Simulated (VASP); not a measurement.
# TlCl (Pm-3m) in VASP: single point with PBE

Aim: the single point of TlCl with PBE.

Everything below comes from runs of VASP 6.6.1. Logs are shortened: lines on timing, memory, paths and dates and some standing lists are left out, and cuts for length are marked.

### Step 1. The cell of the first run

It takes space group Pm-3m (No. 221, cubic). Conventional cell: a = 3.874 Å, b = 3.874 Å, c = 3.874 Å, α = 90.00°, β = 90.00°, γ = 90.00°. Within 4.4 Å of Tl (site symmetry m-3m) lie 8 Cl at 3.36 Å and 6 Tl at 3.87 Å. Cl (site symmetry m-3m) has 8 Tl at 3.36 Å and 6 Cl at 3.87 Å within 4.4 Å.

### Step 2. Single point, PBE

Input file POSCAR:

```
TlCl
1.0
    3.8744490000      0.0000000000      0.0000000000
    0.0000000000      3.8744490000      0.0000000000
    0.0000000000      0.0000000000      3.8744490000
Tl Cl
1 1
Direct
    0.0000000000      0.0000000000      0.0000000000
    0.5000000000      0.5000000000      0.5000000000
```

Input file INCAR.step1:

```
SYSTEM = TlCl
  PREC = Accurate
  ENCUT = 400
  EDIFF = 1E-6
  ISMEAR = -1
  SIGMA = 0.1
  LREAL = .False.
  LASPH = .True.
  NELM = 120
  ALGO = Normal
  ISIF = 2
  LWAVE = .False.
  LCHARG = .True.
  GGA = PE
  NBANDS = 17
  GGA_COMPAT = .False.
  NEDOS = 2001
  LORBIT = 11
```

Input file KPOINTS.step1:

```
regular mesh
0
Gamma
  7 7 7
  0 0 0
```

Input file INCAR.step2:

```
SYSTEM = TlCl
  PREC = Accurate
  ENCUT = 400
  EDIFF = 1E-6
  ISMEAR = -5
  SIGMA = 0.1
  LREAL = .False.
  LASPH = .True.
  NELM = 120
  ALGO = Normal
  ISIF = 2
  LWAVE = .False.
  LCHARG = .False.
  GGA = PE
  LORBIT = 10
  NEDOS = 1001
  ICHARG = 11
  GGA_COMPAT = .False.
```

Input file KPOINTS.step2:

```
regular mesh
0
Gamma
  11 11 11
  0 0 0
```

Potentials or basis: VASP PAW PBE potentials, release 64 (Tl_d, Cl).

Started as:

```
$ cat potpaw_PBE.64/Tl_d/POTCAR potpaw_PBE.64/Cl/POTCAR > POTCAR
$ cp INCAR.step1 INCAR
$ cp KPOINTS.step1 KPOINTS
$ mpirun -np 1 vasp_std > vasp.out
$ cp INCAR.step2 INCAR
$ cp KPOINTS.step2 KPOINTS
$ mpirun -np 1 vasp_std > vasp.out
```

OUTCAR:

```text
SYSTEM = TlCl
   PREC = Accurate
   ENCUT = 400
   EDIFF = 1E-6
   ISMEAR = -5
   LREAL = .False.
   LASPH = .True.
   NELM = 120
   ISIF = 2
   GGA = PE
   LORBIT = 10
   ICHARG = 11

 ion  position               nearest neighbor table
   1  0.000  0.000  0.000-   2 3.36   2 3.36   2 3.36   2 3.36   2 3.36   2 3.36   2 3.36   2 3.36

   2  0.500  0.500  0.500-   1 3.36   1 3.36   1 3.36   1 3.36   1 3.36   1 3.36   1 3.36   1 3.36

  LATTYP: Found a simple cubic cell.
 ALAT       =     3.8744490000

  Lattice vectors:

 A1 = (   3.8744490000,   0.0000000000,   0.0000000000)
 A2 = (   0.0000000000,   3.8744490000,   0.0000000000)
 A3 = (   0.0000000000,   0.0000000000,   3.8744490000)

Analysis of symmetry for initial positions (statically):
=====================================================================
 Subroutine PRICEL returns:
 Original cell was already a primitive cell.

 Routine SETGRP: Setting up the symmetry group for a
 simple cubic supercell.

 Subroutine GETGRP returns: Found 48 space group operations
 (whereof 48 operations were pure point group operations)
 out of a pool of 48 trial point group operations.

The static configuration has the point symmetry O_h .

Analysis of symmetry for dynamics (positions and initial velocities):
=====================================================================
 Subroutine PRICEL returns:
 Original cell was already a primitive cell.

 Routine SETGRP: Setting up the symmetry group for a
 simple cubic supercell.

 Subroutine GETGRP returns: Found 48 space group operations
 (whereof 48 operations were pure point group operations)
 out of a pool of 48 trial point group operations.

The dynamic configuration has the point symmetry O_h .

 Subroutine INISYM returns: Found 48 space group operations
 (whereof 48 operations are pure point group operations),
 and found     1 'primitive' translations

----------------------------------------------------------------------------------------

                                     Primitive cell

  volume of cell :      58.1607

  direct lattice vectors                    reciprocal lattice vectors
     3.874449000  0.000000000  0.000000000     0.258101216  0.000000000  0.000000000
     0.000000000  3.874449000  0.000000000     0.000000000  0.258101216  0.000000000
     0.000000000  0.000000000  3.874449000     0.000000000  0.000000000  0.258101216

  length of vectors
     3.874449000  3.874449000  3.874449000     0.258101216  0.258101216  0.258101216

  position of ions in fractional coordinates (direct lattice)
     0.000000000  0.000000000  0.000000000
     0.500000000  0.500000000  0.500000000

  ion indices of the primitive-cell ions
   primitive index   ion index
                 1           1
                 2           2

----------------------------------------------------------------------------------------

 KPOINTS: regular mesh

Automatic generation of k-mesh.
 Grid dimensions read from file:
 generate k-points for:   11   11   11

 Generating k-lattice:

  Cartesian coordinates                     Fractional coordinates (reciprocal lattice)
     0.023463747  0.000000000  0.000000000     0.090909091  0.000000000  0.000000000
     0.000000000  0.023463747  0.000000000     0.000000000  0.090909091  0.000000000
     0.000000000  0.000000000  0.023463747     0.000000000  0.000000000  0.090909091

  Length of vectors
     0.023463747  0.023463747  0.023463747

  Shift w.r.t. Gamma in fractional coordinates (k-lattice)
     0.000000000  0.000000000  0.000000000

 TETIRR: Found    651 inequivalent tetrahedra from     7986

 Subroutine IBZKPT returns following result:
 ===========================================

 Found     56 irreducible k-points:

 Following reciprocal coordinates:
            Coordinates               Weight
  0.000000  0.000000  0.000000      1.000000
  0.090909  0.000000  0.000000      6.000000
  0.181818  0.000000  0.000000      6.000000
  0.272727  0.000000  0.000000      6.000000
  0.363636  0.000000  0.000000      6.000000
  0.454545  0.000000  0.000000      6.000000
[... 16 lines left out ...]
  0.181818  0.090909  0.090909     24.000000
  0.272727  0.090909  0.090909     24.000000
 [... further k-points ...]
   k-points           NKPTS =     56   k-points in BZ     NKDIM =     56   number of bands    NBANDS=     14
   number of dos      NEDOS =   1001   number of ions     NIONS =      2
   total plane-waves  NPLWV =  21952
   dimension x,y,z NGX =    28 NGY =   28 NGZ =   28
   dimension x,y,z NGXF=    56 NGYF=   56 NGZF=   56
   ions per type =               1   1
   NGX,Y,Z   is equivalent  to a cutoff of  12.01, 12.01, 12.01 a.u.
   NGXF,Y,Z  is equivalent  to a cutoff of  24.03, 24.03, 24.03 a.u.
 SYSTEM =  TlCl
   PREC   = accura    normal or accurate (medium, high low for compatibility)
   ISTART =      0    job   : 0-new  1-cont  2-samecut
   ICHARG =     11    charge: 1-file 2-atom 10-const
   ISPIN  =      1    spin polarized calculation?
   LNONCOLLINEAR =      F non collinear calculations
   LSORBIT =      F    spin-orbit coupling
   LASPH  =      T    aspherical Exc in radial PAW
   ENCUT  =  400.0 eV  29.40 Ry    5.42 a.u.   6.32  6.32  6.32*2*pi/ulx,y,z
   NELM   =    120;   NELMIN=  2; NELMDL=  0     # of ELM steps
   EDIFF  = 0.1E-05   stopping-criterion for ELM
   LREAL  =      F    real-space projection
[... 7 lines left out ...]
   TEBEG  =    0.0;   TEEND  =   0.0 temperature during run
   PSTRESS=    0.0 pullay stress
   NELECT =      20.0000    total number of electrons
   NUPDOWN=      -1.0000    fix difference up-down
   EMIN   =  10.00;   EMAX   =-10.00  energy-range for DOS
   EFERMI =   0.00;   METHOD = LEGACY
   ISMEAR =    -5;   SIGMA  =   0.10  broadening in eV -4-tet -1-fermi 0-gaus
   EFERMI_NEDOS =   21; number of points for ismear=-14 and -15
   IALGO  =     38    algorithm
   IMIX   =      4    mixing-type and parameters
     AMIX     =   0.40;   BMIX     =  1.00
     AMIX_MAG =   1.60;   BMIX_MAG =  1.00
  volume/ion in A,a.u.               =      29.08       196.24
  Fermi-wavevector in a.u.,A,eV,Ry     =   1.146942  2.167407 17.898144  1.315477
  Thomas-Fermi vector in A             =   2.283624
   LORBIT       =     10    0 simple, 1 ext, 2 COOP (PROOUT), +10 PAW based schemes
   GGA     = PE    functional components
   LHFCALC =     F    Hartree Fock is set to
   AEXX    =    0.0000 exact exchange contribution
   IVDW    =     0    specifies the selected vdW correction
   LEPSILON=     F    determine dielectric tensor
   LRPA    =     F    only Hartree local field effects (RPA)
 non-spin polarized calculation
 Fermi weights with tetrahedron method with Bloechl corrections
  energy-cutoff  :      400.00
  volume of cell :       58.16
 maximum number of plane-waves:      1074
 NGX is ok and might be reduce to    28

 number of electron      19.9999995 magnetization

 Free energy of the ion-electron system (eV)
  ---------------------------------------------------
  ext. energy  EPLUGINS =         0.00000000
  ---------------------------------------------------
  free energy    TOTEN  =        -6.01437138 eV

  energy without entropy =       -6.01437138  energy(sigma->0) =       -6.01437138

 E-fermi :   2.3034     XC(G=0):  -8.9856

 val. band max:        2.3023557820   @ k =   0.4545   0.0000   0.0000
 cond. band min:       4.6415314408   @ k =   0.4545   0.0000   0.0000
 fundamental gap:      2.3391756588
 Fermi energy:         2.3033506394

 k-point     1 :       0.0000    0.0000    0.0000
  band No.  band energies     occupation
      1     -11.2202      2.00000
      2      -7.5033      2.00000
      3      -7.5033      2.00000
      4      -7.2817      2.00000
      5      -7.2817      2.00000
      6      -7.2817      2.00000
      7      -2.1126      2.00000
      8       0.9878      2.00000
      9       0.9878      2.00000
     10       0.9878      2.00000
     11      10.0733      0.00000
     12      10.0733      0.00000
     13      10.0735      0.00000
     14      10.2885      0.00000

 k-point     2 :       0.0909    0.0000    0.0000
  band No.  band energies     occupation
      1     -11.2032      2.00000
      2      -7.5023      2.00000
      3      -7.4905      2.00000
      4      -7.2875      2.00000
      5      -7.2875      2.00000
      6      -7.2811      2.00000
      7      -2.1783      2.00000
      8       1.0176      2.00000
      9       1.0176      2.00000
     10       1.0456      2.00000
     11       9.0529      0.00000
     12       9.9837      0.00000
     13       9.9837      0.00000
     14      10.3403      0.00000

 k-point     3 :       0.1818    0.0000    0.0000
  band No.  band energies     occupation
      1     -11.1568      2.00000
      2      -7.4996      2.00000
      3      -7.4561      2.00000
      4      -7.3030      2.00000
      5      -7.3030      2.00000
      6      -7.2797      2.00000
      7      -2.3508      2.00000
      8       1.0993      2.00000
      9       1.0993      2.00000
     10       1.2233      2.00000
     11       7.7619      0.00000
     12       9.7412      0.00000
     13       9.7412      0.00000
     14      10.4922      0.00000
[... 324 lines left out ...]
 k-point    23 :       0.1818    0.0909    0.0909
  band No.  band energies     occupation
      1     -11.1280      2.00000
      2      -7.4796      2.00000
      3      -7.4472      2.00000
      4      -7.3079      2.00000
      5      -7.3037      2.00000
      6      -7.2903      2.00000
      7      -2.3548      2.00000
      8       0.7799      2.00000
      9       0.9884      2.00000
     10       1.6787      2.00000
     11       7.7399      0.00000
     12       8.9807      0.00000
     13       9.1138      0.00000
     14      11.3716      0.00000

 k-point    24 :       0.2727    0.0909    0.0909
  band No.  band energies     occupation
      1     -11.0702      2.00000
      2      -7.4761      2.00000
      3      -7.4022      2.00000
      4      -7.3287      2.00000
      5      -7.3182      2.00000
      6      -7.2882      2.00000
      7      -2.4976      2.00000
      8       0.7957      2.00000
      9       1.1086      2.00000
     10       1.8861      2.00000
     11       6.5625      0.00000
     12       8.7691      0.00000
     13       9.1827      0.00000
     14      11.3521      0.00000

 [... further k-points ...]
[... 5 lines left out ...]
  --------------------------------------------------------------------------------------
  -------------------------------------------------------------------------------------
  Total        0.1300219      0.1300219      0.1300219     -0.0000000     -0.0000000     -0.0000000
  in kB        3.5817663      3.5817663      3.5817663     -0.0000000     -0.0000000     -0.0000000
  external PRESSURE =       3.5817663 kB  Pullay stress =       0.0000000 kB

 VOLUME and BASIS-vectors are now :
 -----------------------------------------------------------------------------
  energy-cutoff  :      400.00
  volume of cell :       58.16
      direct lattice vectors                 reciprocal lattice vectors
     3.874449000  0.000000000  0.000000000     0.258101216  0.000000000  0.000000000
     0.000000000  3.874449000  0.000000000     0.000000000  0.258101216  0.000000000
     0.000000000  0.000000000  3.874449000     0.000000000  0.000000000  0.258101216

 POSITION                                       TOTAL-FORCE (eV/Angst)
 -----------------------------------------------------------------------------------
      0.00000      0.00000      0.00000         0.000000      0.000000      0.000000
      1.93722      1.93722      1.93722         0.000000      0.000000      0.000000
 -----------------------------------------------------------------------------------
    total drift:                                0.000000      0.000000      0.000000

  FREE ENERGIE OF THE ION-ELECTRON SYSTEM (eV)
  ---------------------------------------------------
  free  energy   TOTEN  =        -6.0143713775 eV

  energy  without entropy=       -6.0143713775  energy(sigma->0) =       -6.01437138

 total charge

# of ion       s       p       d       tot
------------------------------------------
    1        1.315   0.113   9.668  11.096
    2        1.602   3.495   0.000   5.097
--------------------------------------------------
tot          2.917   3.608   9.668  16.193
```

Wall time 37 s (1 thread of AMD EPYC 7R13, shared host); peak memory 0.13 GiB.

Results:

```
Valence electrons inside the program's atomic spheres : Tl 11.10; Cl 5.10
```

Levels at points of the mesh, in eV from the valence-band top:
```csv
k point,band 6,band 7,band 8,band 9,band 10,band 11,band 12,band 13,band 14
"(0.00, 0.00, 0.00)",-9.58,-4.42,-1.31,-1.31,-1.31,7.77,7.77,7.77,7.99
```

Caveat: spin-orbit coupling is left out, which moves the levels of the heavy elements.
